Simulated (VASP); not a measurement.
Input of a VASP 6.6.1 run:

INCAR

```
SYSTEM = Br
PREC = Accurate
ENCUT = 520
EDIFF = 1E-7
ISMEAR = -5
SIGMA = 0.05
LREAL = .FALSE.
LASPH = .TRUE.
NELM = 60
ALGO = Normal
ISIF = 2
LWAVE = .FALSE.
LCHARG = .TRUE.
GGA = B5
ALDAX = 1.0
AGGAX = 1.0
AGGAC = 1.0
ALDAC = 0.0
LELF = .TRUE.
LVHAR = .TRUE.
NBANDS = 10
```

KPOINTS

```
regular mesh
0
G
  13 13 13
  0 0 0
```

The input POSCAR:

```
Br
1.0
   -1.4580305842      1.4176056228      3.5144621308
    1.4336552153     -1.4939921805      3.5351572871
    1.4533216032      1.4892821928     -3.5448560969
Br
1
Direct
    0.0000000000      0.0000000000      0.0000000000
```

Potentials or basis: VASP PAW PBE potentials, release 64 (Br).

Command:

```sh
$ cat potpaw_PBE.64/Br/POTCAR > POTCAR
$ mpirun -np 1 vasp_std > vasp.out
```

Predict the pressure.

2.6 GPa.

Stress tensor (GPa, compression positive):
```
 1.70 -0.04  0.03
-0.04  2.86  0.09
 0.03  0.09  3.28
```

Caveat: the PAW data sets were made with another functional, which shifts forces and pressure a little; an odd number of electrons without spin polarisation forces a metal; a magnetic or distorted state may lie lower; tetrahedron occupations give inexact forces and stress in metals.
